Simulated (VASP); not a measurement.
# Al2Cu (Pmm2) in VASP: further runs

Al2Cu is run at these levels: PBE; tasks: single point.

Program: VASP 6.6.1. These are calculated values, not measurements. Logs are shortened: lines on timing, memory, paths and dates and some standing lists are left out, and cuts for length are marked.

**1. The cell of the first run**

It takes space group Pmm2 (No. 25, orthorhombic). The conventional cell has a = 2.885 Å, b = 4.286 Å, c = 4.286 Å, α = 90.00°, β = 90.00°, γ = 90.00°. Within 3.4 Å of Al (site symmetry mm2) lie 4 Cu at 2.58 Å and 6 Al at 2.88 to 3.10 Å. Within 3.3 Å of Al (site symmetry mm2) lie 4 Cu at 2.50 to 2.67 Å and 6 Al at 2.88 to 3.10 Å. Cu (site symmetry mm2) has 8 Al at 2.50 to 2.67 Å and 2 Cu at 2.88 Å within 3.3 Å.

**2. Single point, PBE (atoms displaced along a vibrational mode, the cell strained)**

File INCAR:

```
SYSTEM = Al2Cu
PREC     = Accurate       ! precision mode
ENCUT    = 520            ! plane-wave cutoff, eV
EDIFF    = 1E-7           ! SCF threshold, eV
ISMEAR   = 0              ! smearing method
SIGMA    = 0.15           ! smearing width, eV
LREAL    = .FALSE.        ! projectors in reciprocal space
LASPH    = .TRUE.         ! aspherical terms in the spheres
NELM     = 80             ! most SCF steps
ALGO     = Fast           ! electronic algorithm
ISIF     = 2              ! what is computed and relaxed
LWAVE    = .FALSE.        ! write WAVECAR
LCHARG   = .TRUE.         ! write CHGCAR
GGA      = PE             ! functional
LELF     = .TRUE.         ! ELF
LVHAR    = .TRUE.       
NBANDS   = 16             ! bands
```

File KPOINTS:

```
Automatic mesh
0
G
  10 10 14
  0 0 0
```

File POSCAR:

```
Al2Cu
1.0
    4.2860091319      0.0000000000      0.0000000000
    0.0000000000      4.2860091319      0.0000000000
    0.0000000000      0.0000000000      2.8847334069
Al Cu
2 1
Direct
    0.5000000000      0.0039076392      0.5000000000
    0.0000000000      0.4827718519      0.5000000000
    0.0000000000      0.0056558685      0.0000000000
```

Potentials or basis: VASP PAW PBE potentials, release 64 (Al, Cu).

Started as:

```console
> cat potpaw_PBE.64/Al/POTCAR potpaw_PBE.64/Cu/POTCAR > POTCAR
> mpirun -np 1 vasp_std > vasp.out
```

OUTCAR:

```text
SYSTEM = Al2Cu
   PREC = Accurate
   ENCUT = 520
   EDIFF = 1E-7
   ISMEAR = 0
   LREAL = .FALSE.
   LASPH = .TRUE.
   NELM = 80
   ISIF = 2
   GGA = PE

 ion  position               nearest neighbor table
   1  0.500  0.004  0.500-   3 2.58   3 2.58   3 2.58   3 2.58   2 2.97   2 2.97   2 3.10   2 3.10

   2  0.000  0.483  0.500-   3 2.50   3 2.50   3 2.67   3 2.67   1 2.97   1 2.97   1 3.10   1 3.10

   3  0.000  0.006  0.000-   2 2.50   2 2.50   1 2.58   1 2.58   1 2.58   1 2.58   2 2.67   2 2.67

  LATTYP: Found a simple tetragonal cell.
 ALAT       =     4.2860091319
 C/A-ratio  =     0.6730581569

  Lattice vectors:

 A1 = (   4.2860091319,   0.0000000000,   0.0000000000)
 A2 = (   0.0000000000,   4.2860091319,   0.0000000000)
 A3 = (   0.0000000000,   0.0000000000,   2.8847334069)

Analysis of symmetry for initial positions (statically):
=====================================================================
 Subroutine PRICEL returns:
 Original cell was already a primitive cell.

 Routine SETGRP: Setting up the symmetry group for a
 simple tetragonal supercell.

 Subroutine GETGRP returns: Found  4 space group operations
 (whereof  4 operations were pure point group operations)
 out of a pool of 16 trial point group operations.

The static configuration has the point symmetry C_2v.

Analysis of symmetry for dynamics (positions and initial velocities):
=====================================================================
 Subroutine PRICEL returns:
 Original cell was already a primitive cell.

 Routine SETGRP: Setting up the symmetry group for a
 simple tetragonal supercell.

 Subroutine GETGRP returns: Found  4 space group operations
 (whereof  4 operations were pure point group operations)
 out of a pool of 16 trial point group operations.

The dynamic configuration has the point symmetry C_2v.

 Subroutine INISYM returns: Found  4 space group operations
 (whereof  4 operations are pure point group operations),
 and found     1 'primitive' translations

----------------------------------------------------------------------------------------

                                     Primitive cell

  volume of cell :      52.9922

  direct lattice vectors                    reciprocal lattice vectors
     4.286009132  0.000000000  0.000000000     0.233317282  0.000000000  0.000000000
     0.000000000  4.286009132  0.000000000     0.000000000  0.233317282  0.000000000
     0.000000000  0.000000000  2.884733407     0.000000000  0.000000000  0.346652484

  length of vectors
     4.286009132  4.286009132  2.884733407     0.233317282  0.233317282  0.346652484

  position of ions in fractional coordinates (direct lattice)
     0.500000000  0.003907639  0.500000000
     0.000000000  0.482771852  0.500000000
     0.000000000  0.005655868  0.000000000

  ion indices of the primitive-cell ions
   primitive index   ion index
                 1           1
                 2           2
                 3           3

----------------------------------------------------------------------------------------

 KPOINTS: Automatic mesh

Automatic generation of k-mesh.
 Grid dimensions read from file:
 generate k-points for:   10   10   14

 Generating k-lattice:

  Cartesian coordinates                     Fractional coordinates (reciprocal lattice)
     0.023331728  0.000000000  0.000000000     0.100000000  0.000000000  0.000000000
     0.000000000  0.023331728  0.000000000     0.000000000  0.100000000  0.000000000
     0.000000000  0.000000000  0.024760892     0.000000000  0.000000000  0.071428571

  Length of vectors
     0.023331728  0.023331728  0.024760892

  Shift w.r.t. Gamma in fractional coordinates (k-lattice)
     0.000000000  0.000000000  0.000000000

 Subroutine IBZKPT returns following result:
 ===========================================

 Found    288 irreducible k-points:

 Following reciprocal coordinates:
            Coordinates               Weight
  0.000000  0.000000  0.000000      1.000000
  0.100000  0.000000  0.000000      2.000000
  0.000000  0.100000  0.000000      2.000000
  0.200000  0.000000  0.000000      2.000000
  0.000000  0.200000  0.000000      2.000000
  0.300000  0.000000  0.000000      2.000000
[... 16 lines left out ...]
 -0.200000  0.300000  0.000000      4.000000
  0.400000  0.200000  0.000000      4.000000
 [... further k-points ...]
   k-points           NKPTS =    288   k-points in BZ     NKDIM =    288   number of bands    NBANDS=     16
   number of dos      NEDOS =    301   number of ions     NIONS =      3
   total plane-waves  NPLWV =  24576
   dimension x,y,z NGX =    32 NGY =   32 NGZ =   24
   dimension x,y,z NGXF=    64 NGYF=   64 NGZF=   48
   ions per type =               2   1
   NGX,Y,Z   is equivalent  to a cutoff of  12.41, 12.41, 13.83 a.u.
   NGXF,Y,Z  is equivalent  to a cutoff of  24.82, 24.82, 27.66 a.u.
 SYSTEM =  Al2Cu
   PREC   = accura    normal or accurate (medium, high low for compatibility)
   ISTART =      0    job   : 0-new  1-cont  2-samecut
   ICHARG =      2    charge: 1-file 2-atom 10-const
   ISPIN  =      1    spin polarized calculation?
   LNONCOLLINEAR =      F non collinear calculations
   LSORBIT =      F    spin-orbit coupling
   LASPH  =      T    aspherical Exc in radial PAW
   ENCUT  =  520.0 eV  38.22 Ry    6.18 a.u.   7.97  7.97  5.36*2*pi/ulx,y,z
   NELM   =     80;   NELMIN=  2; NELMDL= -5     # of ELM steps
   EDIFF  = 0.1E-06   stopping-criterion for ELM
   LREAL  =      F    real-space projection
   EDIFFG = 0.1E-05   stopping-criterion for IOM
   NSW    =      0    number of steps for IOM
   IBRION =     -1    ionic relax: 0-MD 1-quasi-New 2-CG
   NFREE  =      0    steps in history (QN), initial steepest desc. (CG)
   ISIF   =      2    stress and relaxation
   ISYM   =      2    0-nonsym 1-usesym 2-fastsym
   POTIM  = 0.5000    time-step for ionic-motion
   TEBEG  =    0.0;   TEEND  =   0.0 temperature during run
   PSTRESS=    0.0 pullay stress
   NELECT =      17.0000    total number of electrons
   NUPDOWN=      -1.0000    fix difference up-down
   EMIN   =  10.00;   EMAX   =-10.00  energy-range for DOS
   EFERMI =   0.00;   METHOD = LEGACY
   ISMEAR =     0;   SIGMA  =   0.15  broadening in eV -4-tet -1-fermi 0-gaus
   EFERMI_NEDOS =   21; number of points for ismear=-14 and -15
   IALGO  =     68    algorithm
   IMIX   =      4    mixing-type and parameters
     AMIX     =   0.40;   BMIX     =  1.00
     AMIX_MAG =   1.60;   BMIX_MAG =  1.00
  volume/ion in A,a.u.               =      17.66       119.20
  Fermi-wavevector in a.u.,A,eV,Ry     =   1.120694  2.117805 17.088316  1.255956
  Thomas-Fermi vector in A             =   2.257343
   LORBIT       =      0    0 simple, 1 ext, 2 COOP (PROOUT), +10 PAW based schemes
   GGA     = PE    functional components
   LHFCALC =     F    Hartree Fock is set to
   AEXX    =    0.0000 exact exchange contribution
   IVDW    =     0    specifies the selected vdW correction
   LEPSILON=     F    determine dielectric tensor
   LRPA    =     F    only Hartree local field effects (RPA)
 non-spin polarized calculation
 RMM-DIIS sequential band-by-band and
 Gauss-broadening in eV      SIGMA  =   0.15
  energy-cutoff  :      520.00
  volume of cell :       52.99
 maximum number of plane-waves:      1448
   NGX = 15   NGY = 15   NGZ = 11

 number of electron      16.9999997 magnetization

 Free energy of the ion-electron system (eV)
  ---------------------------------------------------
  ext. energy  EPLUGINS =         0.00000000
  ---------------------------------------------------
  free energy    TOTEN  =       -11.19399358 eV

  energy without entropy =      -11.18312958  energy(sigma->0) =      -11.18856158

 E-fermi :   6.3366     XC(G=0): -10.0429

 val. band max:        6.3358054311   @ k =  -0.1000   0.3000   0.3571
 cond. band min:       6.3487841584   @ k =   0.3000   0.1000   0.3571
 fundamental gap:      0.0129787273
 Fermi energy:         6.3366107008

 k-point     1 :       0.0000    0.0000    0.0000
  band No.  band energies     occupation
      1      -3.6735      2.00000
      2       1.1373      2.00000
      3       1.7870      2.00000
      4       2.3675      2.00000
      5       2.6192      2.00000
      6       2.6271      2.00000
[... 8 lines left out ...]
     15      13.3823      0.00000
     16      17.8772      0.00000

 k-point     2 :       0.1000    0.0000    0.0000
  band No.  band energies     occupation
      1      -3.5967      2.00000
      2       1.0751      2.00000
      3       1.7661      2.00000
      4       2.3439      2.00000
      5       2.6195      2.00000
      6       2.6249      2.00000
[... 8 lines left out ...]
     15      13.9596      0.00000
     16      18.1331      0.00000

 k-point     3 :       0.0000    0.1000    0.0000
  band No.  band energies     occupation
      1      -3.5971      2.00000
      2       1.0762      2.00000
      3       1.7669      2.00000
      4       2.3445      2.00000
      5       2.6171      2.00000
      6       2.6274      2.00000
[... 8 lines left out ...]
     15      13.9438      0.00000
     16      18.1301      0.00000

 k-point     4 :       0.2000    0.0000    0.0000
  band No.  band energies     occupation
      1      -3.3695      2.00000
      2       0.7778      2.00000
      3       1.7136      2.00000
      4       2.2887      2.00000
      5       2.6192      2.00000
      6       2.6204      2.00000
[... 8 lines left out ...]
     15      15.5320      0.00000
     16      17.5586      0.00000
[... 324 lines left out ...]
 k-point    22 :       0.3000    0.2000    0.0000
  band No.  band energies     occupation
      1      -2.6987      2.00000
      2       0.3042      2.00000
      3       1.4389      2.00000
      4       2.0928      2.00000
      5       2.4684      2.00000
      6       2.6133      2.00000
[... 8 lines left out ...]
     15      16.9206      0.00000
     16      17.1638      0.00000

 k-point    23 :      -0.2000    0.3000    0.0000
  band No.  band energies     occupation
      1      -2.7021      2.00000
      2       0.3186      2.00000
      3       1.4353      2.00000
      4       2.0925      2.00000
      5       2.4710      2.00000
      6       2.6059      2.00000
[... 8 lines left out ...]
     15      16.9372      0.00000
     16      17.1640      0.00000

 k-point    24 :       0.4000    0.2000    0.0000
  band No.  band energies     occupation
      1      -2.2385      2.00000
      2      -0.3768      2.00000
      3       1.5056      2.00000
      4       2.0477      2.00000
      5       2.3158      2.00000
      6       2.6081      2.00000
[... 8 lines left out ...]
     15      16.2880      0.00000
     16      17.4413      0.00000

 [... further k-points ...]
[... 5 lines left out ...]
  --------------------------------------------------------------------------------------
  -------------------------------------------------------------------------------------
  Total       -1.9321927     -1.7848639     -1.3744300      0.0000000      0.0000000      0.0000000
  in kB      -58.4183321    -53.9639597    -41.5548126      0.0000000      0.0000000      0.0000000
  external PRESSURE =     -51.3123682 kB  Pullay stress =       0.0000000 kB

 VOLUME and BASIS-vectors are now :
 -----------------------------------------------------------------------------
  energy-cutoff  :      520.00
  volume of cell :       52.99
      direct lattice vectors                 reciprocal lattice vectors
     4.286009132  0.000000000  0.000000000     0.233317282  0.000000000  0.000000000
     0.000000000  4.286009132  0.000000000     0.000000000  0.233317282  0.000000000
     0.000000000  0.000000000  2.884733407     0.000000000  0.000000000  0.346652484

 POSITION                                       TOTAL-FORCE (eV/Angst)
 -----------------------------------------------------------------------------------
      2.14300      0.01675      1.44237         0.000000     -0.118739      0.000000
      0.00000      2.06916      1.44237         0.000000      0.605220      0.000000
      0.00000      0.02424      0.00000         0.000000     -0.486481      0.000000
 -----------------------------------------------------------------------------------
    total drift:                               -0.000000     -0.000069      0.000012

  FREE ENERGIE OF THE ION-ELECTRON SYSTEM (eV)
  ---------------------------------------------------
  free  energy   TOTEN  =       -11.1939935794 eV

  energy  without entropy=      -11.1831295828  energy(sigma->0) =      -11.18856158
```

Wall time 5.7 min (1 thread of Intel Xeon 8259CL, shared host); peak memory 0.35 GiB.

What came out:

| Item | Value |
| --- | --- |
| Free energy | -11.1940 eV |
| Pressure | -5.1 GPa |
| Largest force | 0.605 eV/Å |
| Band gap on the k mesh | zero (an odd number of electrons rules out a gap without spin polarisation) |

Forces in eV/Å, atoms in the order of the input:
```
Al   0.000 -0.119  0.000
Al   0.000  0.605  0.000
Cu   0.000 -0.486  0.000
```

Stress tensor (GPa, compression positive):
```
-5.84  0.00  0.00
 0.00 -5.40  0.00
 0.00  0.00 -4.16
```

Levels at points of the mesh, in eV from the Fermi level:
```csv
k point,band 6,band 7,band 8,band 9,band 10,band 11,band 12,band 13
"(0.00, 0.00, 0.00)",-3.71,-2.39,-2.36,-0.70,0.76,5.30,5.31,6.56
"(0.50, 0.00, 0.00)",-3.73,-3.71,-1.17,1.22,1.25,1.45,7.71,7.83
"(0.00, 0.50, 0.00)",-3.74,-3.71,-1.22,1.20,1.31,1.43,7.72,7.81
"(0.50, 0.50, 0.00)",-3.98,-3.74,-3.73,-2.28,8.14,8.15,8.52,8.72
"(0.00, 0.00, 0.50)",-3.79,-2.71,1.95,2.43,2.43,2.74,2.78,2.83
"(0.50, 0.00, 0.50)",-3.85,-2.78,-2.20,-1.54,3.55,3.85,3.98,4.52
"(0.00, 0.50, 0.50)",-3.85,-2.78,-2.18,-1.53,3.50,3.81,4.20,4.34
"(0.50, 0.50, 0.50)",-3.04,-2.15,-2.15,-0.59,-0.54,-0.21,-0.19,2.56
```

Caveat: the cell differs from its parent crystal (atoms displaced along a vibrational mode, the cell strained); the cell stands under tension.

**3. Single point, PBE (atoms displaced along a vibrational mode, the cell strained)**

File INCAR:

```
ALGO     = Fast           # electronic algorithm
EDIFF    = 1E-6           # SCF threshold, eV
ENCUT    = 520            # plane-wave cutoff, eV
GGA      = PE             # functional
ISIF     = 2              # what is computed and relaxed
ISMEAR   = 0              # smearing method
LASPH    = True           # aspherical terms in the spheres
LCHARG   = False          # write CHGCAR
LREAL    = False          # projectors in reciprocal space
LWAVE    = False          # write WAVECAR
NBANDS   = 16             # bands
NELM     = 80             # most SCF steps
PREC     = Accurate       # precision mode
SIGMA    = 0.15           # smearing width, eV
```

File KPOINTS:

```
k-points
0
Gamma
  10 10 14
```

File POSCAR:

```
Al2Cu
1.0
    4.2860091319      0.0000000000      0.0000000000
    0.0000000000      4.2860091319      0.0000000000
    0.0000000000      0.0000000000      2.8847334069
Al Cu
2 1
Direct
    0.5000000000      0.0019538196      0.5000000000
    0.0000000000      0.4913859260      0.5000000000
    0.0000000000      0.0028279343      0.0000000000
```

Potentials or basis: VASP PAW PBE potentials, release 64 (Al, Cu).

Started as:

```console
> cat potpaw_PBE.64/Al/POTCAR potpaw_PBE.64/Cu/POTCAR > POTCAR
> mpirun -np 1 vasp_std > vasp.out
```

Wall time 5 min (1 thread of Intel Xeon 8259CL, shared host); peak memory 0.34 GiB.

It converged, with:

| Property | Result |
| --- | --- |
| Free energy | -11.2158 eV |
| Pressure | -5.2 GPa |
| Largest force | 0.300 eV/Å |
| Band gap on the k mesh | zero (an odd number of electrons rules out a gap without spin polarisation) |

Forces on the atoms (eV/Å):
```
Al   0.000 -0.059  0.000
Al   0.000  0.300  0.000
Cu   0.000 -0.241  0.000
```

Stress tensor (GPa, compression positive):
```
-5.76  0.00  0.00
 0.00 -5.65  0.00
 0.00  0.00 -4.29
```

Levels at points of the mesh, in eV from the Fermi level:
| k point | band 6 | band 7 | band 8 | band 9 | band 10 | band 11 | band 12 | band 13 |
| --- | --- | --- | --- | --- | --- | --- | --- | --- |
| (0.00, 0.00, 0.00) | -3.70 | -2.38 | -2.38 | -0.70 | 0.77 | 5.29 | 5.29 | 6.57 |
| (0.50, 0.00, 0.00) | -3.72 | -3.70 | -1.19 | 1.22 | 1.28 | 1.42 | 7.72 | 7.84 |
| (0.00, 0.50, 0.00) | -3.73 | -3.70 | -1.20 | 1.22 | 1.29 | 1.41 | 7.72 | 7.84 |
| (0.50, 0.50, 0.00) | -3.98 | -3.72 | -3.72 | -2.28 | 8.16 | 8.16 | 8.52 | 8.71 |
| (0.00, 0.00, 0.50) | -3.78 | -2.70 | 1.96 | 2.44 | 2.44 | 2.75 | 2.76 | 2.82 |
| (0.50, 0.00, 0.50) | -3.84 | -2.78 | -2.19 | -1.54 | 3.56 | 3.83 | 4.08 | 4.41 |
| (0.00, 0.50, 0.50) | -3.84 | -2.78 | -2.19 | -1.53 | 3.54 | 3.83 | 4.16 | 4.35 |
| (0.50, 0.50, 0.50) | -3.04 | -2.15 | -2.15 | -0.61 | -0.52 | -0.22 | -0.21 | 2.56 |

Caveat: the cell differs from its parent crystal (atoms displaced along a vibrational mode, the cell strained); the cell stands under tension.

The gap in the log of VASP goes by the Fermi energy; the results here count the filled bands.